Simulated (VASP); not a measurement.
Ti:

```xyz
1
Lattice="-1.6410 1.6410 1.6410 1.6410 -1.6410 1.6410 1.6410 1.6410 -1.6410" Properties=species:S:1:pos:R:3 pbc="T T T"
Ti    0.0000    0.0000    0.0000
```

| Quantity | Value |
| --- | --- |
| Program | VASP 6.6.1 |
| Task | relaxation of cell and atoms |
| Functional | BLYP |
| Dispersion | D3(BJ) |
| Potentials or basis | VASP PAW PBE potentials, release 64 (Ti_sv) |
| Cutoff | 600 eV |
| k mesh | 13 × 13 × 13 |
| Occupations | fermi-dirac, width 0.15 eV |
| Spin | no spin polarisation |

At the start: pressure -12.6 GPa; volume 17.68 Å³/atom.

Where does the relaxation end?

Over 3 steps the energy falls by 98.0 meV/atom and the volume is 15.42 Å³/atom (-12.7 %); space group Im-3m (No. 229, to 0.05 Å).

The path:
| step | energy change (eV) | largest force (eV/Å) | pressure (GPa) | volume (Å³) |
| --- | --- | --- | --- | --- |
| 1 | 0.0000 | 0.0000 | -12.61 | 17.68 |
| 2 | -0.0684 | 0.0000 | 9.40 | 14.35 |
| 3 | -0.0980 | 0.0000 | -0.07 | 15.42 |

Final structure:
```yaml
crystal:
  lattice:
    - [-1.56810, 1.56810, 1.56810]
    - [1.56810, -1.56810, 1.56810]
    - [1.56810, 1.56810, -1.56810]
  atoms:
    - { symbol: Ti, position: [0.00000, 0.00000, 0.00000] }
```

Caveat: the PAW data sets were made with another functional, which shifts forces and pressure a little; the volume moved by -13 % from the deposited cell, more than functionals usually miss; pairwise dispersion overbinds metals, which lowers pressure and volume.
